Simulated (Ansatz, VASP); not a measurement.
# AlNi3: VASP beside Ansatz

INCAR

```
SYSTEM = AlNi3
PREC = Accurate ; ENCUT = 520
EDIFF = 1E-7 ; ISMEAR = 0
SIGMA = 0.15 ; LREAL = .FALSE.
LASPH = .TRUE. ; NELM = 60
ALGO = Normal ; ISIF = 2
LWAVE = .FALSE. ; LCHARG = .TRUE.
GGA = CA ; LELF = .TRUE.
LVHAR = .TRUE. ; NBANDS = 24
```

Contents of KPOINTS:

```
regular mesh
0
G
  14 14 14
  0 0 0
```

Contents of POSCAR:

```
AlNi3
1.0
    0.0000000000      2.7677403110      2.7677403110
    2.7677403110      0.0000000000      2.7677403110
    2.7677403110      2.7677403110      0.0000000000
Al Ni
1 3
Direct
    0.5000000000      0.5000000000      0.5000000000
    0.2500000000      0.2500000000      0.2500000000
    0.0000000000      0.0000000000      0.0000000000
    0.7500000000      0.7500000000      0.7500000000
```

Input for Ansatz:

```yaml
crystal:
  lattice:
    - [0.0, 2.767740311, 2.767740311]
    - [2.767740311, 0.0, 2.767740311]
    - [2.767740311, 2.767740311, 0.0]
  atoms:
    - { symbol: Al, position: [0.5, 0.5, 0.5] }
    - { symbol: Ni, position: [0.25, 0.25, 0.25] }
    - { symbol: Ni, position: [0.0, 0.0, 0.0] }
    - { symbol: Ni, position: [0.75, 0.75, 0.75] }
basis:
  ecutwfc: 520.0
kpoints:
  mp_grid: { grid: [14, 14, 14] }
hamiltonian:
  xc: lda
  pseudopotentials: { kind: paw, azcp: { folder: soft_1 } }
scf:
  occupations: { method: gaussian, width: 0.15 }
  lower_state_search: "off"
output:
  forces: true
  stress: true
  eigenvalues: true
```

Alike in both runs: task single point; functional LDA; k mesh 14 × 14 × 14; occupations gaussian, width 0.15 eV; no spin polarisation.

|  | VASP | Ansatz |
| --- | --- | --- |
| version | VASP 6.6.1 | Ansatz 0.2.0 |
| potentials or method | VASP PAW LDA potentials, release 64 (Al, Ni), cutoff 520 eV | scalar-relativistic, plane waves, PAW |
| valence electrons in the cell | 33 | 57 |

```tsv
	VASP	Ansatz	Ansatz less VASP
gap on the k mesh at the Fermi level (eV)	none	none	-
pressure (GPa)	0.3	0.0	-0.23
```

Ansatz warns that its potentials were made for another functional, while VASP's fit it. LDA's correlation is that of Perdew and Zunger in VASP and of Perdew and Wang (1992) in Ansatz. A gap of «none» marks a metal or a gap that the smearing closes. VASP's potentials hold 33 valence electrons a cell and Ansatz's 57, so a difference there can come from the potentials and not from the codes.
